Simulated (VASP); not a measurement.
# La2Fe2S2O3 (I4/mmm) in VASP: single point with PBE+U

Aim: the single point of La2Fe2S2O3 with PBE+U.

Everything below comes from runs of VASP 6.6.1. Logs are shortened: lines on timing, memory, paths and dates and some standing lists are left out, and cuts for length are marked.

### Step 1. The cell of the first run

Symmetry: I4/mmm, No. 139, tetragonal system. The conventional cell has a = 4.095 Å, b = 4.095 Å, c = 18.098 Å, α = 90.00°, β = 90.00°, γ = 90.00°. Within 3.1 Å of La (site symmetry 4mm) lie 4 O at 2.38 Å. Fe (site symmetry mmm) has 2 O at 2.05 Å and 4 S at 2.67 Å within 2.7 Å. Within 3.5 Å of S (site symmetry 4mm) lie 4 Fe at 2.67 Å and 4 La at 3.30 Å and 8 O at 3.36 to 3.48 Å and 1 S at 3.42 Å. O (site symmetry -4m2) has 4 La at 2.38 Å and 4 O at 2.90 Å within 3.1 Å. Within 2.7 Å of O (site symmetry 4/mmm) lie 4 Fe at 2.05 Å.

### Step 2. Single point, PBE+U, collinear spin, ferromagnetic start

The input, INCAR:

```
SYSTEM = La2Fe2S2O3
ALGO     = Normal         ! electronic algorithm
EDIFF    = 1E-7           ! SCF threshold, eV
ENCUT    = 520            ! plane-wave cutoff, eV
GGA      = PE             ! functional
ISIF     = 2              ! what is computed and relaxed
ISMEAR   = 0              ! smearing method
ISPIN    = 2              ! spin polarisation
LASPH    = .True.         ! aspherical terms in the spheres
LCHARG   = .True.         ! write CHGCAR
LDAU     = .True.         ! DFT+U
LDAUJ    = 0 0 0 0      
LDAUL    = -1 2 -1 -1     ! shell
LDAUPRINT= 1            
LDAUTYPE = 2            
LDAUU    = 0 4 0 0        ! U, eV
LELF     = .True.         ! ELF
LMAXMIX  = 6              ! l up to which the mixer works
LORBIT   = 11             ! projections on sites
LREAL    = .False.        ! projectors in reciprocal space
LVHAR    = .True.       
LWAVE    = .False.        ! write WAVECAR
MAGMOM   = 0 0 3.67 3.67 0 0 0 0 0 ! initial moments
NBANDS   = 48             ! bands
NELM     = 150            ! most SCF steps
PREC     = Accurate       ! precision mode
SIGMA    = 0.05           ! smearing width, eV
```

The input, KPOINTS:

```
k-points
0
Gamma
  6 6 6
  0 0 0
```

The input, POSCAR:

```
La2Fe2S2O3
1.0
   -2.0473715523      2.0473715523      9.0488405705
    2.0473715523     -2.0473715523      9.0488405705
    2.0473715523      2.0473715523     -9.0488405705
La Fe S O
2 2 2 3
Direct
    0.1825158412      0.1825158412      0.0000000000
    0.8174841588      0.8174841588      0.0000000000
    0.5000000000      0.0000000000      0.5000000000
    0.0000000000      0.5000000000      0.5000000000
    0.4055041953      0.4055041953      0.0000000000
    0.5944958047      0.5944958047      0.0000000000
    0.7500000000      0.2500000000      0.5000000000
    0.2500000000      0.7500000000      0.5000000000
    0.0000000000      0.0000000000      0.0000000000
```

Potentials or basis: VASP PAW PBE potentials, release 64 (La, Fe, S, O).

Started as:

```
cat potpaw_PBE.64/La/POTCAR potpaw_PBE.64/Fe/POTCAR potpaw_PBE.64/S/POTCAR potpaw_PBE.64/O/POTCAR > POTCAR
mpirun -np 1 vasp_std > vasp.out
```

OUTCAR:

```text
SYSTEM = La2Fe2S2O3
   EDIFF = 1E-7
   ENCUT = 520
   GGA = PE
   ISIF = 2
   ISMEAR = 0
   ISPIN = 2
   LASPH = .True.
   LORBIT = 11
   LREAL = .False.
   NELM = 150
   PREC = Accurate

 ion  position               nearest neighbor table
   1  0.183  0.183  0.000-   7 2.38   8 2.38   7 2.38   8 2.38
   2  0.817  0.817  0.000-   7 2.38   8 2.38   7 2.38   8 2.38
   3  0.500  0.000  0.500-   9 2.05   9 2.05   6 2.67   6 2.67   5 2.67   5 2.67   4 2.90   4 2.90
                             4 2.90   4 2.90
   4  0.000  0.500  0.500-   9 2.05   9 2.05   6 2.67   6 2.67   5 2.67   5 2.67   3 2.90   3 2.90
                             3 2.90   3 2.90
   5  0.406  0.406  0.000-   4 2.67   3 2.67   3 2.67   4 2.67
   6  0.594  0.594  0.000-   3 2.67   4 2.67   3 2.67   4 2.67
   7  0.750  0.250  0.500-   2 2.38   1 2.38   2 2.38   1 2.38
   8  0.250  0.750  0.500-   2 2.38   1 2.38   2 2.38   1 2.38
   9  0.000  0.000  0.000-   3 2.05   4 2.05   4 2.05   3 2.05

  LATTYP: Found a body centered tetragonal cell.
 ALAT       =     4.0947431046
 C/A-ratio  =     4.4197354214

  Lattice vectors:

 A1 = (  -2.0473715523,   2.0473715523,   9.0488405705)
 A2 = (   2.0473715523,  -2.0473715523,   9.0488405705)
 A3 = (   2.0473715523,   2.0473715523,  -9.0488405705)

Analysis of symmetry for initial positions (statically):
=====================================================================
 Subroutine PRICEL returns:
 Original cell was already a primitive cell.

 Routine SETGRP: Setting up the symmetry group for a
 body centered tetragonal supercell.

 Subroutine GETGRP returns: Found 16 space group operations
 (whereof 16 operations were pure point group operations)
 out of a pool of 16 trial point group operations.

The static configuration has the point symmetry D_4h.

Analysis of symmetry for dynamics (positions and initial velocities):
=====================================================================
 Subroutine PRICEL returns:
 Original cell was already a primitive cell.

 Routine SETGRP: Setting up the symmetry group for a
 body centered tetragonal supercell.

 Subroutine GETGRP returns: Found 16 space group operations
 (whereof 16 operations were pure point group operations)
 out of a pool of 16 trial point group operations.

The dynamic configuration has the point symmetry D_4h.

Analysis of structural, dynamic, and magnetic symmetry:
=====================================================================
 Subroutine PRICEL returns:
 Original cell was already a primitive cell.

 Routine SETGRP: Setting up the symmetry group for a
 body centered tetragonal supercell.

 Subroutine GETGRP returns: Found 16 space group operations
 (whereof 16 operations were pure point group operations)
 out of a pool of 16 trial point group operations.

The overall configuration has the point symmetry D_4h.

 Subroutine INISYM returns: Found 16 space group operations
 (whereof 16 operations are pure point group operations),
 and found     1 'primitive' translations

----------------------------------------------------------------------------------------

                                     Primitive cell

  volume of cell :     151.7212

  direct lattice vectors                    reciprocal lattice vectors
[... 159 lines left out ...]
  0.0000  0.0376 -0.0000  0.0000 -0.0000
  0.0000 -0.0000  0.7409  0.0000 -0.3132
 -0.0000  0.0000  0.0000  0.0833 -0.0000
  0.0000 -0.0000 -0.3132 -0.0000  0.3257

 occupancies and eigenvectors

  o =  0.0376  v =  0.0000  0.0000  0.0000  0.0000  0.0000  0.0000 -1.0000 -0.0000  0.0000 -0.0000      0.0000  0.0000  0.0000  0.0000  0.0000  0.0000  0.0000  0.0000  0.0000  0.0000
  o =  0.0444  v =  0.0000  0.0000  0.0000  0.0000  0.0000  1.0000  0.0000  0.0000  0.0000  0.0000      0.0000  0.0000  0.0000  0.0000  0.0000  0.0000  0.0000  0.0000  0.0000  0.0000
  o =  0.0833  v =  0.0000  0.0000  0.0000  0.0000  0.0000  0.0000 -0.0000  0.0000 -1.0000  0.0000      0.0000  0.0000  0.0000  0.0000  0.0000  0.0000  0.0000  0.0000  0.0000  0.0000
  o =  0.1575  v =  0.0000  0.0000  0.0000  0.0000  0.0000  0.0000 -0.0000 -0.4730 -0.0000 -0.8811      0.0000  0.0000  0.0000  0.0000  0.0000  0.0000  0.0000  0.0000  0.0000  0.0000
  o =  0.9091  v =  0.0000  0.0000  0.0000  0.0000  0.0000  0.0000 -0.0000  0.8811  0.0000 -0.4730      0.0000  0.0000  0.0000  0.0000  0.0000  0.0000  0.0000  0.0000  0.0000  0.0000
  o =  0.9461  v =  0.0000 -0.0000  0.8966 -0.0000 -0.4428  0.0000  0.0000  0.0000  0.0000  0.0000      0.0000  0.0000  0.0000  0.0000  0.0000  0.0000  0.0000  0.0000  0.0000  0.0000
  o =  0.9669  v =  0.0000  1.0000  0.0000  0.0000  0.0000  0.0000  0.0000  0.0000  0.0000  0.0000      0.0000  0.0000  0.0000  0.0000  0.0000  0.0000  0.0000  0.0000  0.0000  0.0000
  o =  0.9678  v =  1.0000  0.0000  0.0000  0.0000  0.0000  0.0000  0.0000  0.0000  0.0000  0.0000      0.0000  0.0000  0.0000  0.0000  0.0000  0.0000  0.0000  0.0000  0.0000  0.0000
  o =  0.9781  v =  0.0000  0.0000  0.0000 -1.0000  0.0000  0.0000  0.0000  0.0000  0.0000  0.0000      0.0000  0.0000  0.0000  0.0000  0.0000  0.0000  0.0000  0.0000  0.0000  0.0000
  o =  1.0107  v =  0.0000  0.0000 -0.4428 -0.0000 -0.8966  0.0000  0.0000  0.0000  0.0000  0.0000      0.0000  0.0000  0.0000  0.0000  0.0000  0.0000  0.0000  0.0000  0.0000  0.0000

atom =   4  type =  2  l = 2

 onsite density matrix

spin component  1

  0.9678  0.0000 -0.0000 -0.0000 -0.0000
  0.0000  0.9781 -0.0000 -0.0000  0.0000
 -0.0000 -0.0000  0.9588  0.0000 -0.0256
 -0.0000 -0.0000  0.0000  0.9669  0.0000
 -0.0000  0.0000 -0.0256  0.0000  0.9981

spin component  2

  0.0444 -0.0000  0.0000  0.0000 -0.0000
 -0.0000  0.0833 -0.0000  0.0000 -0.0000
  0.0000 -0.0000  0.7409 -0.0000  0.3132
  0.0000  0.0000 -0.0000  0.0376 -0.0000
 -0.0000 -0.0000  0.3132 -0.0000  0.3257

 occupancies and eigenvectors

  o =  0.0376  v =  0.0000  0.0000  0.0000  0.0000  0.0000  0.0000 -0.0000  0.0000 -1.0000 -0.0000      0.0000  0.0000  0.0000  0.0000  0.0000  0.0000  0.0000  0.0000  0.0000  0.0000
  o =  0.0444  v =  0.0000  0.0000  0.0000  0.0000  0.0000  1.0000  0.0000  0.0000  0.0000  0.0000      0.0000  0.0000  0.0000  0.0000  0.0000  0.0000  0.0000  0.0000  0.0000  0.0000
  o =  0.0833  v =  0.0000  0.0000  0.0000  0.0000  0.0000  0.0000  1.0000  0.0000 -0.0000 -0.0000      0.0000  0.0000  0.0000  0.0000  0.0000  0.0000  0.0000  0.0000  0.0000  0.0000
  o =  0.1575  v =  0.0000  0.0000  0.0000  0.0000  0.0000  0.0000  0.0000 -0.4730 -0.0000  0.8811      0.0000  0.0000  0.0000  0.0000  0.0000  0.0000  0.0000  0.0000  0.0000  0.0000
  o =  0.9091  v =  0.0000  0.0000  0.0000  0.0000  0.0000  0.0000 -0.0000 -0.8811  0.0000 -0.4730      0.0000  0.0000  0.0000  0.0000  0.0000  0.0000  0.0000  0.0000  0.0000  0.0000
  o =  0.9461  v =  0.0000  0.0000 -0.8966 -0.0000 -0.4428  0.0000  0.0000  0.0000  0.0000  0.0000      0.0000  0.0000  0.0000  0.0000  0.0000  0.0000  0.0000  0.0000  0.0000  0.0000
  o =  0.9669  v =  0.0000  0.0000 -0.0000  1.0000  0.0000  0.0000  0.0000  0.0000  0.0000  0.0000      0.0000  0.0000  0.0000  0.0000  0.0000  0.0000  0.0000  0.0000  0.0000  0.0000
  o =  0.9678  v =  1.0000  0.0000  0.0000  0.0000  0.0000  0.0000  0.0000  0.0000  0.0000  0.0000      0.0000  0.0000  0.0000  0.0000  0.0000  0.0000  0.0000  0.0000  0.0000  0.0000
  o =  0.9781  v =  0.0000 -1.0000 -0.0000  0.0000 -0.0000  0.0000  0.0000  0.0000  0.0000  0.0000      0.0000  0.0000  0.0000  0.0000  0.0000  0.0000  0.0000  0.0000  0.0000  0.0000
  o =  1.0107  v =  0.0000 -0.0000  0.4428  0.0000 -0.8966  0.0000  0.0000  0.0000  0.0000  0.0000      0.0000  0.0000  0.0000  0.0000  0.0000  0.0000  0.0000  0.0000  0.0000  0.0000

 number of electron      68.0000007 magnetization       8.0000790

 Free energy of the ion-electron system (eV)
  ---------------------------------------------------
  ext. energy  EPLUGINS =         0.00000000
  ---------------------------------------------------
  free energy    TOTEN  =       -64.58190631 eV

  energy without entropy =      -64.58190631  energy(sigma->0) =      -64.58190631

 E-fermi :   6.0163     XC(G=0): -10.5070

 val. band max:        5.7275938089   @ k =   0.5000   0.5000   0.1667
 cond. band min:       6.9154242820   @ k =   0.0000   0.0000   0.0000
 fundamental gap:      1.1878304731
 Fermi energy:         6.0162933519

 spin component 1

 k-point     1 :       0.0000    0.0000    0.0000
  band No.  band energies     occupation
      1     -25.2893      1.00000
      2     -25.0905      1.00000
      3     -12.7878      1.00000
      4     -12.2033      1.00000
      5     -10.9051      1.00000
      6      -9.1265      1.00000
[... 2345 lines left out ...]
     45       9.7714      0.00000
     46       9.7965      0.00000

 [... further k-points ...]

 [bands above 46 left out]

------------------------ aborting loop because EDIFF is reached ----------------------------------------

  FORCE on cell =-STRESS in cart. coord.  units (eV):
  Direction    XX          YY          ZZ          XY          YZ          ZX
  --------------------------------------------------------------------------------------
  -------------------------------------------------------------------------------------
  Total       -1.0078539     -1.0078539     -0.5215896      0.0000000      0.0000000      0.0000000
  in kB      -10.6429475    -10.6429475     -5.5079916      0.0000000      0.0000000      0.0000000
  external PRESSURE =      -8.9312955 kB  Pullay stress =       0.0000000 kB

 VOLUME and BASIS-vectors are now :
 -----------------------------------------------------------------------------
  energy-cutoff  :      520.00
  volume of cell :      151.72
      direct lattice vectors                 reciprocal lattice vectors
    -2.047371552  2.047371552  9.048840570     0.000000000  0.244215565  0.055255698
     2.047371552 -2.047371552  9.048840570     0.244215565  0.000000000  0.055255698
     2.047371552  2.047371552 -9.048840570     0.244215565  0.244215565  0.000000000

 POSITION                                       TOTAL-FORCE (eV/Angst)
 -----------------------------------------------------------------------------------
      0.00000      0.00000      3.30311        -0.000000     -0.000000      0.001270
      0.00000      0.00000     14.79457        -0.000000     -0.000000     -0.001270
      0.00000      2.04737      0.00000        -0.000000     -0.000000     -0.000000
      2.04737      0.00000      0.00000        -0.000000     -0.000000     -0.000000
      0.00000      0.00000      7.33869         0.000000      0.000000      0.081510
      0.00000      0.00000     10.75900        -0.000000     -0.000000     -0.081510
     -0.00000      2.04737      4.52442        -0.000000     -0.000000     -0.000000
      2.04737     -0.00000      4.52442        -0.000000     -0.000000     -0.000000
      0.00000      0.00000      0.00000        -0.000000     -0.000000     -0.000000
 -----------------------------------------------------------------------------------
    total drift:                                0.000000      0.000000     -0.000000

  FREE ENERGIE OF THE ION-ELECTRON SYSTEM (eV)
  ---------------------------------------------------
  free  energy   TOTEN  =       -64.5819063102 eV

  energy  without entropy=      -64.5819063102  energy(sigma->0) =      -64.58190631

 total charge

# of ion       s       p       d       f       tot
--------------------------------------------------
    1        2.015   5.679   0.623   0.230   8.547
    2        2.015   5.679   0.623   0.230   8.547
    3        0.307   0.351   6.080   0.000   6.738
    4        0.307   0.351   6.080   0.000   6.738
    5        1.324   2.408   0.000   0.000   3.732
    6        1.324   2.408   0.000   0.000   3.732
    7        1.568   3.462   0.000   0.000   5.030
    8        1.568   3.462   0.000   0.000   5.030
    9        1.556   3.467   0.000   0.000   5.023
--------------------------------------------------
tot         11.985  27.268  13.406   0.461  53.120

 magnetization (x)

# of ion       s       p       d       f       tot
--------------------------------------------------
    1        0.001   0.002   0.007   0.004   0.014
    2        0.001   0.002   0.007   0.004   0.014
    3        0.027   0.019   3.633   0.000   3.680
    4        0.027   0.019   3.633   0.000   3.680
    5        0.012   0.084   0.000   0.000   0.096
    6        0.012   0.084   0.000   0.000   0.096
    7        0.000   0.005   0.000   0.000   0.005
    8        0.000   0.005   0.000   0.000   0.005
    9        0.016   0.158   0.000   0.000   0.173
--------------------------------------------------
tot          0.096   0.378   7.281   0.008   7.763
```

Wall time 75 min (1 thread of Intel Xeon Platinum 8259CL at 2.50GHz (Skylake/Cascade Lake), shared host); peak memory 1.2 GiB.

Results:

```yaml
Free_energy: -64.5819 eV
Pressure: -0.9 GPa
Largest_force: 0.082 eV/Å
Band_gap_on_the_k_mesh: 1.19 eV, indirect (least direct gap 1.32 eV)
Net_moment: 8.00 μB per cell
Site_moments: La +0.01; Fe +3.68; S +0.10; O +0.01, +0.17 μB
Valence_electrons_inside_the_program's_atomic_spheres: La 8.55; Fe 6.74; S 3.73; O 5.03, 5.02
```

Forces on the atoms (eV/Å):
```
La   0.000  0.000  0.001
La   0.000  0.000 -0.001
Fe   0.000  0.000  0.000
Fe   0.000  0.000  0.000
S    0.000  0.000  0.082
S    0.000  0.000 -0.082
O    0.000  0.000  0.000
O    0.000  0.000  0.000
O    0.000  0.000  0.000
```

Levels at points of the mesh, in eV from the valence-band top:
Spin up:
```csv
k point,band 36,band 37,band 38,band 39,band 40,band 41
"(0.00, 0.00, 0.00)",-0.35,-0.34,-0.34,2.80,3.15,3.26
"(0.50, 0.00, 0.00)",-0.49,-0.48,-0.45,3.32,3.47,3.66
"(0.50, 0.50, 0.00)",-0.25,-0.24,-0.02,3.81,3.81,3.84
"(0.50, 0.50, 0.50)",-1.09,-0.13,-0.13,2.70,3.29,3.59
```
Spin down:
```tsv
k point	band 28	band 29	band 30	band 31	band 32	band 33
(0.00, 0.00, 0.00)	-0.77	-0.75	-0.23	1.19	2.24	2.85
(0.50, 0.00, 0.00)	-1.00	-0.98	-0.72	2.36	2.42	2.76
(0.50, 0.50, 0.00)	-1.06	-0.99	-0.99	2.72	2.73	3.35
(0.50, 0.50, 0.50)	-0.94	-0.78	-0.78	1.19	2.16	2.85
```

Eigenvalues of the final occupation matrices:
| site | spin | trace | eigenvalues |
| --- | --- | --- | --- |
| site 3 d | 1 | 4.87 | 0.95 0.97 0.97 0.98 1.01 |
| site 3 d | 2 | 1.23 | 0.04 0.04 0.08 0.16 0.91 |
| site 4 d | 1 | 4.87 | 0.95 0.97 0.97 0.98 1.01 |
| site 4 d | 2 | 1.23 | 0.04 0.04 0.08 0.16 0.91 |

Caveat: spin-orbit coupling is left out, which moves the levels of the heavy elements; only a ferromagnetic start was run, and an antiferromagnetic order may lie lower in energy.
